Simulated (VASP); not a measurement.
# WSe2 in VASP: further runs

Runs on WSe2. Level: PBE+D3(BJ). Tasks: single point.

All numbers are computed with VASP 6.6.1; they aren't measurements. Logs are shortened: lines on timing, memory, paths and dates and some standing lists are left out, and cuts for length are marked.

### Step 1. The cell of the first run

The cell holds a slab with vacuum, 3 atoms: a = 3.373 Å, b = 3.373 Å, c = 32.737 Å, α = 90.00°, β = 90.00°, γ = 120.00°.

### Step 2. Single point, PBE+D3(BJ)

INCAR reads:

```
SYSTEM = WSe2
PREC = Accurate ; ENCUT = 520
EDIFF = 1E-6 ; ISMEAR = 0
SIGMA = 0.02 ; LREAL = .FALSE.
LASPH = .TRUE. ; NELM = 80
ALGO = Normal ; ISIF = 2
LWAVE = .FALSE. ; LCHARG = .TRUE.
LDIPOL = .TRUE. ; IDIPOL = 3
DIPOL = 0.5 0.5 0.500 ; GGA = PE
IVDW = 12 ; LELF = .TRUE.
LVHAR = .TRUE. ; LVACPOTAV = .TRUE.
NBANDS = 20
```

KPOINTS reads:

```
regular mesh
0
G
  9 9 1
  0 0 0
```

POSCAR reads:

```
WSe2
1.0
    3.3730000000      0.0000000000      0.0000000000
   -1.6865000000      2.9211036870      0.0000000000
    0.0000000000      0.0000000000     32.7373831004
Se W
2 1
Direct
    0.3333333333      0.6666666667      0.4485450625
    0.3333333333      0.6666666667      0.5514549375
    0.6666666667      0.3333333333      0.5000000000
```

Potentials or basis: VASP PAW PBE potentials, release 64 (Se, W_sv).

The run is started by

```console
> cat potpaw_PBE.64/Se/POTCAR potpaw_PBE.64/W_sv/POTCAR > POTCAR
> mpirun -np 1 vasp_std > vasp.out
```

OUTCAR:

```text
SYSTEM = WSe2
   PREC = Accurate
   ENCUT = 520
   EDIFF = 1E-6
   ISMEAR = 0
   LREAL = .FALSE.
   LASPH = .TRUE.
   NELM = 80
   ISIF = 2
   GGA = PE
   IVDW = 12
 IVDW          = 12

 ion  position               nearest neighbor table
   1  0.333  0.667  0.449-   3 2.57   3 2.57   3 2.57
   2  0.333  0.667  0.551-   3 2.57   3 2.57   3 2.57
   3  0.667  0.333  0.500-   1 2.57   2 2.57   1 2.57   2 2.57   1 2.57   2 2.57

  LATTYP: Found a hexagonal cell.
 ALAT       =     3.3730000000
 C/A-ratio  =     9.7057168990

  Lattice vectors:

 A1 = (   3.3730000000,   0.0000000000,   0.0000000000)
 A2 = (  -1.6865000000,   2.9211036870,   0.0000000000)
 A3 = (   0.0000000000,   0.0000000000,  32.7373831004)

Analysis of symmetry for initial positions (statically):
=====================================================================
 Subroutine PRICEL returns:
 Original cell was already a primitive cell.

 Routine SETGRP: Setting up the symmetry group for a
 hexagonal supercell.

 Subroutine GETGRP returns: Found 12 space group operations
 (whereof 12 operations were pure point group operations)
 out of a pool of 24 trial point group operations.

The static configuration has the point symmetry D_3h.

Analysis of symmetry for dynamics (positions and initial velocities):
=====================================================================
 Subroutine PRICEL returns:
 Original cell was already a primitive cell.

 Routine SETGRP: Setting up the symmetry group for a
 hexagonal supercell.

 Subroutine GETGRP returns: Found 12 space group operations
 (whereof 12 operations were pure point group operations)
 out of a pool of 24 trial point group operations.

The dynamic configuration has the point symmetry D_3h.

 Subroutine INISYM returns: Found 12 space group operations
 (whereof 12 operations are pure point group operations),
 and found     1 'primitive' translations

----------------------------------------------------------------------------------------

                                     Primitive cell

  volume of cell :     322.5576

  direct lattice vectors                    reciprocal lattice vectors
     3.373000000  0.000000000  0.000000000     0.296471983  0.171168179  0.000000000
    -1.686500000  2.921103687  0.000000000     0.000000000  0.342336359  0.000000000
     0.000000000  0.000000000 32.737383100     0.000000000  0.000000000  0.030546119

  length of vectors
     3.373000000  3.373000000 32.737383100     0.342336359  0.342336359  0.030546119

  position of ions in fractional coordinates (direct lattice)
     0.333333333  0.666666667  0.448545063
     0.333333333  0.666666667  0.551454937
     0.666666667  0.333333333  0.500000000

  ion indices of the primitive-cell ions
   primitive index   ion index
                 1           1
                 2           2
                 3           3

----------------------------------------------------------------------------------------

 KPOINTS: regular mesh

Automatic generation of k-mesh.
 Grid dimensions read from file:
 generate k-points for:    9    9    1

 Generating k-lattice:

  Cartesian coordinates                     Fractional coordinates (reciprocal lattice)
     0.032941331  0.019018687  0.000000000     0.111111111  0.000000000  0.000000000
     0.000000000  0.038037373  0.000000000     0.000000000  0.111111111  0.000000000
     0.000000000  0.000000000  0.030546119     0.000000000  0.000000000  1.000000000

  Length of vectors
     0.038037373  0.038037373  0.030546119

  Shift w.r.t. Gamma in fractional coordinates (k-lattice)
     0.000000000  0.000000000  0.000000000

 Subroutine IBZKPT returns following result:
 ===========================================

 Found     12 irreducible k-points:

 Following reciprocal coordinates:
            Coordinates               Weight
  0.000000  0.000000  0.000000      1.000000
  0.111111  0.000000  0.000000      6.000000
  0.222222  0.000000  0.000000      6.000000
  0.333333  0.000000  0.000000      6.000000
  0.444444  0.000000  0.000000      6.000000
  0.111111  0.111111  0.000000      6.000000
  0.222222  0.111111  0.000000     12.000000
  0.333333  0.111111  0.000000     12.000000
  0.444444  0.111111  0.000000      6.000000
  0.222222  0.222222  0.000000      6.000000
  0.333333  0.222222  0.000000     12.000000
  0.333333  0.333333  0.000000      2.000000
   k-points           NKPTS =     12   k-points in BZ     NKDIM =     12   number of bands    NBANDS=     20
   number of dos      NEDOS =    301   number of ions     NIONS =      3
   total plane-waves  NPLWV = 196000
   dimension x,y,z NGX =    28 NGY =   28 NGZ =  250
   dimension x,y,z NGXF=    56 NGYF=   56 NGZF=  500
   ions per type =               2   1
   NGX,Y,Z   is equivalent  to a cutoff of  13.80, 13.80, 12.70 a.u.
   NGXF,Y,Z  is equivalent  to a cutoff of  27.60, 27.60, 25.39 a.u.
 SYSTEM =  WSe2
   PREC   = accura    normal or accurate (medium, high low for compatibility)
   ISTART =      0    job   : 0-new  1-cont  2-samecut
   ICHARG =      2    charge: 1-file 2-atom 10-const
   ISPIN  =      1    spin polarized calculation?
   LNONCOLLINEAR =      F non collinear calculations
   LSORBIT =      F    spin-orbit coupling
   LASPH  =      T    aspherical Exc in radial PAW
   ENCUT  =  520.0 eV  38.22 Ry    6.18 a.u.   6.27  6.27 60.87*2*pi/ulx,y,z
   NELM   =     80;   NELMIN=  2; NELMDL= -5     # of ELM steps
   EDIFF  = 0.1E-05   stopping-criterion for ELM
   LREAL  =      F    real-space projection
   EDIFFG = 0.1E-04   stopping-criterion for IOM
   NSW    =      0    number of steps for IOM
   IBRION =     -1    ionic relax: 0-MD 1-quasi-New 2-CG
   NFREE  =      0    steps in history (QN), initial steepest desc. (CG)
   ISIF   =      2    stress and relaxation
   ISYM   =      2    0-nonsym 1-usesym 2-fastsym
   POTIM  = 0.5000    time-step for ionic-motion
   TEBEG  =    0.0;   TEEND  =   0.0 temperature during run
   PSTRESS=    0.0 pullay stress
   NELECT =      26.0000    total number of electrons
   NUPDOWN=      -1.0000    fix difference up-down
   EMIN   =  10.00;   EMAX   =-10.00  energy-range for DOS
   EFERMI =   0.00;   METHOD = LEGACY
   ISMEAR =     0;   SIGMA  =   0.02  broadening in eV -4-tet -1-fermi 0-gaus
   EFERMI_NEDOS =   21; number of points for ismear=-14 and -15
   IALGO  =     38    algorithm
   IMIX   =      4    mixing-type and parameters
     AMIX     =   0.40;   BMIX     =  1.00
     AMIX_MAG =   1.60;   BMIX_MAG =  1.00
  volume/ion in A,a.u.               =     107.52       725.58
  Fermi-wavevector in a.u.,A,eV,Ry     =   0.707180  1.336377  6.804329  0.500104
  Thomas-Fermi vector in A             =   1.793160
   LORBIT       =      0    0 simple, 1 ext, 2 COOP (PROOUT), +10 PAW based schemes
   GGA     = PE    functional components
   LHFCALC =     F    Hartree Fock is set to
   AEXX    =    0.0000 exact exchange contribution
   IVDW    =    12    specifies the selected vdW correction
   LEPSILON=     F    determine dielectric tensor
   LRPA    =     F    only Hartree local field effects (RPA)
 non-spin polarized calculation
 Gauss-broadening in eV      SIGMA  =   0.02
  energy-cutoff  :      520.00
  volume of cell :      322.56
 maximum number of plane-waves:      8718
 NGX is ok and might be reduce to    28
   NGX = 13   NGY = 13   NGZ =121

 number of electron      26.0000001 magnetization

 dipolmoment           0.000000      0.000000      0.000000 electrons x Angstroem

 Free energy of the ion-electron system (eV)
  ---------------------------------------------------
  ext. energy  EPLUGINS =         0.00000000
  ---------------------------------------------------
  free energy    TOTEN  =       -21.59574248 eV

  energy without entropy =      -21.59574248  energy(sigma->0) =      -21.59574248

 E-fermi :  -2.9218     XC(G=0):  -2.4220

 val. band max:       -3.0314684691   @ k =   0.3333   0.3333   0.0000
 cond. band min:      -1.6229623053   @ k =   0.3333   0.3333   0.0000
 fundamental gap:      1.4085061639
 Fermi energy:        -2.9217887577

 k-point     1 :       0.0000    0.0000    0.0000
  band No.  band energies     occupation
      1     -77.1972      2.00000
      2     -41.3758      2.00000
      3     -41.3113      2.00000
      4     -41.3113      2.00000
      5     -17.5041      2.00000
      6     -16.3311      2.00000
[... 12 lines left out ...]
     19       1.7305      0.00000
     20       2.0449      0.00000

 k-point     2 :       0.1111    0.0000    0.0000
  band No.  band energies     occupation
      1     -77.1963      2.00000
      2     -41.3720      2.00000
      3     -41.3317      2.00000
      4     -41.3161      2.00000
      5     -17.3396      2.00000
      6     -16.2484      2.00000
[... 12 lines left out ...]
     19       1.9625      0.00000
     20       2.3356      0.00000

 k-point     3 :       0.2222    0.0000    0.0000
  band No.  band energies     occupation
      1     -77.1943      2.00000
      2     -41.3830      2.00000
      3     -41.3624      2.00000
      4     -41.3283      2.00000
      5     -16.8883      2.00000
      6     -16.0231      2.00000
[... 12 lines left out ...]
     19       2.6001      0.00000
     20       3.0018      0.00000

 k-point     4 :       0.3333    0.0000    0.0000
  band No.  band energies     occupation
      1     -77.1920      2.00000
      2     -41.4407      2.00000
      3     -41.3515      2.00000
      4     -41.3422      2.00000
      5     -16.2909      2.00000
      6     -15.7328      2.00000
[... 12 lines left out ...]
     19       3.3331      0.00000
     20       3.5130      0.00000

 k-point     5 :       0.4444    0.0000    0.0000
  band No.  band energies     occupation
      1     -77.1904      2.00000
      2     -41.4781      2.00000
      3     -41.3513      2.00000
      4     -41.3444      2.00000
      5     -15.8251      2.00000
      6     -15.5171      2.00000
[... 12 lines left out ...]
     19       3.7648      0.00000
     20       3.9568      0.00000

 k-point     6 :       0.1111    0.1111    0.0000
  band No.  band energies     occupation
      1     -77.1949      2.00000
      2     -41.3657      2.00000
      3     -41.3653      2.00000
      4     -41.3264      2.00000
      5     -17.0311      2.00000
      6     -16.0938      2.00000
[... 12 lines left out ...]
     19       2.3983      0.00000
     20       2.7930      0.00000

 k-point     7 :       0.2222    0.1111    0.0000
  band No.  band energies     occupation
      1     -77.1927      2.00000
      2     -41.4161      2.00000
      3     -41.3551      2.00000
      4     -41.3437      2.00000
      5     -16.5011      2.00000
      6     -15.8317      2.00000
[... 12 lines left out ...]
     19       3.2023      0.00000
     20       3.6457      0.00000

 k-point     8 :       0.3333    0.1111    0.0000
  band No.  band energies     occupation
      1     -77.1908      2.00000
      2     -41.4597      2.00000
      3     -41.3590      2.00000
      4     -41.3460      2.00000
      5     -15.9506      2.00000
      6     -15.5683      2.00000
[... 12 lines left out ...]
     19       3.7940      0.00000
     20       4.1614      0.00000

 k-point     9 :       0.4444    0.1111    0.0000
  band No.  band energies     occupation
      1     -77.1900      2.00000
      2     -41.4768      2.00000
      3     -41.3651      2.00000
      4     -41.3425      2.00000
      5     -15.7006      2.00000
      6     -15.4532      2.00000
[... 12 lines left out ...]
     19       4.3440      0.00000
     20       4.7768      0.00000

 k-point    10 :       0.2222    0.2222    0.0000
  band No.  band energies     occupation
      1     -77.1909      2.00000
      2     -41.4442      2.00000
      3     -41.3704      2.00000
      4     -41.3467      2.00000
      5     -16.0033      2.00000
      6     -15.5873      2.00000
[... 12 lines left out ...]
     19       3.8576      0.00000
     20       4.1073      0.00000

 k-point    11 :       0.3333    0.2222    0.0000
  band No.  band energies     occupation
      1     -77.1898      2.00000
      2     -41.4577      2.00000
      3     -41.3926      2.00000
      4     -41.3412      2.00000
      5     -15.6328      2.00000
      6     -15.4078      2.00000
[... 12 lines left out ...]
     19       4.1637      0.00000
     20       5.0486      0.00000

 k-point    12 :       0.3333    0.3333    0.0000
  band No.  band energies     occupation
      1     -77.1894      2.00000
      2     -41.4403      2.00000
      3     -41.4226      2.00000
      4     -41.3393      2.00000
      5     -15.5028      2.00000
      6     -15.3394      2.00000
[... 12 lines left out ...]
     19       3.1940      0.00000
     20       5.5302      0.00000

------------------------ aborting loop because EDIFF is reached ----------------------------------------

 vacuum level on the upper side and lower side of the slab       (xc-potential included)        -0.055        -0.055

 Edisp (eV)   -0.95798

 E8    (eV) :    -0.4552

  FORCE on cell =-STRESS in cart. coord.  units (eV):
  Direction    XX          YY          ZZ          XY          YZ          ZX
  --------------------------------------------------------------------------------------
  -------------------------------------------------------------------------------------
  Total      -2.70222    -2.70222    -1.61877     0.00000     0.00000    -0.00000
  in kB     -13.42223   -13.42223    -8.04059     0.00000     0.00000    -0.00000
  external pressure =      -11.63 kB  Pullay stress =        0.00 kB

 VOLUME and BASIS-vectors are now :
 -----------------------------------------------------------------------------
  energy-cutoff  :      520.00
  volume of cell :      322.56
      direct lattice vectors                 reciprocal lattice vectors
     3.373000000  0.000000000  0.000000000     0.296471983  0.171168179  0.000000000
    -1.686500000  2.921103687  0.000000000     0.000000000  0.342336359  0.000000000
     0.000000000  0.000000000 32.737383100     0.000000000  0.000000000  0.030546119

 POSITION                                       TOTAL-FORCE (eV/Angst)
 -----------------------------------------------------------------------------------
     -0.00000      1.94740     14.68419         0.000000     -0.000000      0.477001
     -0.00000      1.94740     18.05319         0.000000     -0.000000     -0.477001
      1.68650      0.97370     16.36869        -0.000000      0.000000      0.000000
 -----------------------------------------------------------------------------------
    total drift:                               -0.000000      0.000000      0.000000

  FREE ENERGIE OF THE ION-ELECTRON SYSTEM (eV)
  ---------------------------------------------------
  free  energy   TOTEN  =       -22.5537185363 eV

  energy  without entropy=      -22.5537185363  energy(sigma->0) =      -22.55371854

 vacuum level on the upper side and lower side of the slab         2.093         2.093
```

Wall time 4.7 min (1 thread of AMD EPYC 7R13, shared host); peak memory 0.46 GiB.

Results:

- Free energy: -22.5537 eV
- Largest force: 0.477 eV/Å
- Band gap on the k mesh: 1.41 eV
- Dispersion energy per atom: -0.319 eV
- Ionisation potential of the upper face: 5.12 eV

Forces in eV/Å, atoms in the order of the input:
```
Se   0.000  0.000  0.477
Se   0.000  0.000 -0.477
W    0.000  0.000  0.000
```

Caveat: spin-orbit coupling is left out, which moves the levels of the heavy elements.

### Step 3. Single point, PBE+D3(BJ)

INCAR reads:

```
ALGO = Normal
DIPOL = 0.5 0.5 0.500
EDIFF = 1E-6
ENCUT = 520
GGA = PE
IDIPOL = 3
ISIF = 2
ISMEAR = 0
IVDW = 12
LASPH = T
LCHARG = F
LDIPOL = T
LREAL = F
LWAVE = F
NBANDS = 20
NELM = 100
PREC = Accurate
SIGMA = 0.02
```

KPOINTS reads:

```
k-points
0
Gamma
  9 9 1
```

POSCAR reads:

```
WSe2
1.0
    3.3730000000      0.0000000000      0.0000000000
   -1.6865000000      2.9211036870      0.0000000000
    0.0000000000      0.0000000000     32.7373831004
Se W
2 1
Direct
    0.3333333333      0.6666666667      0.4467581146
    0.3333333333      0.6666666667      0.5532418854
    0.6666666667      0.3333333333      0.5000000000
```

Potentials or basis: VASP PAW PBE potentials, release 64 (Se, W_sv).

The run is started by

```console
> cat potpaw_PBE.64/Se/POTCAR potpaw_PBE.64/W_sv/POTCAR > POTCAR
> mpirun -np 1 vasp_std > vasp.out
```

Wall time 3.6 min (1 thread of AMD EPYC 7R13, shared host); peak memory 0.46 GiB.

Results (log left out):

```
Free energy                : -22.4465 eV
Largest force              : 1.331 eV/Å
Band gap on the k mesh     : 1.51 eV
Dispersion energy per atom : -0.315 eV
```

Forces in eV/Å, atoms in the order of the input:
```
Se   0.000  0.000  1.331
Se   0.000  0.000 -1.331
W    0.000  0.000  0.000
```

Levels at points of the mesh, in eV from the valence-band top:
```tsv
k point	band 9	band 10	band 11	band 12	band 13	band 14	band 15	band 16	band 17	band 18
(0.00, 0.00, 0.00)	-2.08	-2.08	-1.10	-1.10	-0.41	2.67	2.67	2.72	2.72	3.96
```

Caveat: spin-orbit coupling is left out, which moves the levels of the heavy elements.

### Step 4. Single point, PBE+D3(BJ)

This run uses another cell than the first one.

INCAR reads:

```
PREC = Accurate ; ENCUT = 520
EDIFF = 1E-7 ; ISMEAR = 0
SIGMA = 0.02 ; LREAL = False
LASPH = True ; NELM = 80
ALGO = Normal ; ISIF = 2
LWAVE = False ; LCHARG = False
LDIPOL = True ; IDIPOL = 3
DIPOL = 0.5 0.5 0.500 ; GGA = PE
IVDW = 12 ; NBANDS = 20
```

KPOINTS reads:

```
Automatic mesh
0
Gamma
  9 9 1
```

POSCAR reads:

```
WSe2
1.0
    3.4170000000      0.0000000000      0.0000000000
   -1.7085000000      2.9592088047      0.0000000000
    0.0000000000      0.0000000000     32.7373831004
Se W
2 1
Direct
    0.3333333333      0.6666666667      0.4512178480
    0.3333333333      0.6666666667      0.5487821520
    0.6666666667      0.3333333333      0.5000000000
```

The run is started by

```console
> cat potpaw_PBE.64/Se/POTCAR potpaw_PBE.64/W_sv/POTCAR > POTCAR
> mpirun -np 1 vasp_std > vasp.out
```

It took 4.1 min on 1 thread of AMD EPYC 7R13, shared host; peak memory 0.46 GiB.

The run converged. Its results:

| Item | Value |
| --- | --- |
| Free energy | -22.4663 eV |
| Largest force | 0.779 eV/Å |
| Band gap on the k mesh | 0.95 eV (least direct gap 1.15 eV) |
| Dispersion energy per atom | -0.317 eV |

Forces on the atoms (eV/Å):
```
Se   0.000  0.000 -0.779
Se   0.000  0.000  0.779
W    0.000  0.000  0.000
```

Levels at points of the mesh, in eV from the valence-band top:
| k point | band 9 | band 10 | band 11 | band 12 | band 13 | band 14 | band 15 | band 16 | band 17 | band 18 |
| --- | --- | --- | --- | --- | --- | --- | --- | --- | --- | --- |
| (0.00, 0.00, 0.00) | -2.88 | -1.77 | -1.72 | -1.72 | 0.00 | 2.60 | 2.60 | 2.93 | 2.93 | 3.96 |

Caveat: spin-orbit coupling is left out, which moves the levels of the heavy elements.

### Step 5. Overview

```tsv
cell	gap on the mesh (eV)	largest force (eV/Å)
a = 3.373, b = 3.373, c = 32.737 Å, angles 90.0, 90.0, 120.0°, 3 atoms, atomic positions A	1.41	0.48
a = 3.373, b = 3.373, c = 32.737 Å, angles 90.0, 90.0, 120.0°, 3 atoms, atomic positions B	1.51	1.33
a = 3.417, b = 3.417, c = 32.737 Å, angles 90.0, 90.0, 120.0°, 3 atoms, atomic positions C	0.95	0.78
```

Alike in all rows: task single point; level PBE+D3(BJ); potentials or basis VASP PAW PBE potentials, release 64 (Se, W_sv); no spin polarisation; k mesh 9 × 9 × 1; cutoff (eV) 520; smearing gaussian 0.02 eV.

Caveats: spin-orbit coupling is left out, which moves the levels of the heavy elements.

Total energies depend on the potentials used, so only differences within one code and one set of settings carry meaning.
